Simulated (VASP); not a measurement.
A run of VASP 6.6.1 is set up as follows.

POSCAR

```
CaSn3Se4
1.0
    6.1215428739      0.0000000000      0.0000000000
    0.0000000000      6.1215428739      0.0000000000
    0.0000000000      0.0000000000      6.1215428739
Sn Se Ca
3 4 1
Direct
    0.5000000000      0.0000000000      0.0000000000
    0.0000000000      0.5000000000      0.0000000000
    0.0000000000      0.0000000000      0.5000000000
    0.0000000000      0.5000000000      0.5000000000
    0.5000000000      0.0000000000      0.5000000000
    0.5000000000      0.5000000000      0.0000000000
    0.0000000000      0.0000000000      0.0000000000
    0.5000000000      0.5000000000      0.5000000000
```

Contents of INCAR.step1:

```
SYSTEM = CaSn3Se4
PREC     = Accurate       ! precision mode
ENCUT    = 520            ! plane-wave cutoff, eV
ISMEAR   = -1             ! smearing method
SIGMA    = 0.02           ! smearing width, eV
LREAL    = .False.        ! projectors in reciprocal space
LASPH    = .True.         ! aspherical terms in the spheres
NELM     = 100            ! most SCF steps
NBANDS   = 48             ! bands
GGA      = PE             ! functional
ALGO     = Normal         ! electronic algorithm
EDIFF    = 1E-4           ! SCF threshold, eV
LWAVE    = .True.         ! write WAVECAR
LCHARG   = .False.        ! write CHGCAR
```

INCAR.step2

```
SYSTEM = CaSn3Se4
PREC     = Accurate       ! precision mode
ENCUT    = 520            ! plane-wave cutoff, eV
EDIFF    = 1E-6           ! SCF threshold, eV
ISMEAR   = -1             ! smearing method
SIGMA    = 0.02           ! smearing width, eV
LREAL    = .False.        ! projectors in reciprocal space
LASPH    = .True.         ! aspherical terms in the spheres
NELM     = 100            ! most SCF steps
ALGO     = Normal         ! electronic algorithm
ISIF     = 2              ! what is computed and relaxed
LWAVE    = .False.        ! write WAVECAR
LCHARG   = .True.         ! write CHGCAR
METAGGA  = R2SCAN         ! meta-GGA
LMIXTAU  = .True.       
LELF     = .True.         ! ELF
LVHAR    = .True.       
NBANDS   = 48             ! bands
ISTART   = 1
```

File KPOINTS:

```
regular mesh
0
Gamma
  4 4 4
  0 0 0
```

Potentials or basis: VASP PAW PBE potentials, release 64 (Sn_d, Se, Ca_sv).

The run is started by

```console
$ cat potpaw_PBE.64/Sn_d/POTCAR potpaw_PBE.64/Se/POTCAR potpaw_PBE.64/Ca_sv/POTCAR > POTCAR
$ cp INCAR.step1 INCAR
$ mpirun -np 1 vasp_std > vasp.out
$ cp INCAR.step2 INCAR
$ mpirun -np 1 vasp_std > vasp.out
```

**Question.** Predict the band gap on the k mesh.

**Answer.** Zero (filled and empty bands touch).

**Question.** Estimate the pressure.

**Answer.** -2.5 GPa.

Caveat: semilocal functionals underestimate gaps, and a narrow one can read as zero; the PAW data sets were made with another functional, which shifts forces and pressure a little; spin-orbit coupling is left out, which moves the levels of the heavy elements.
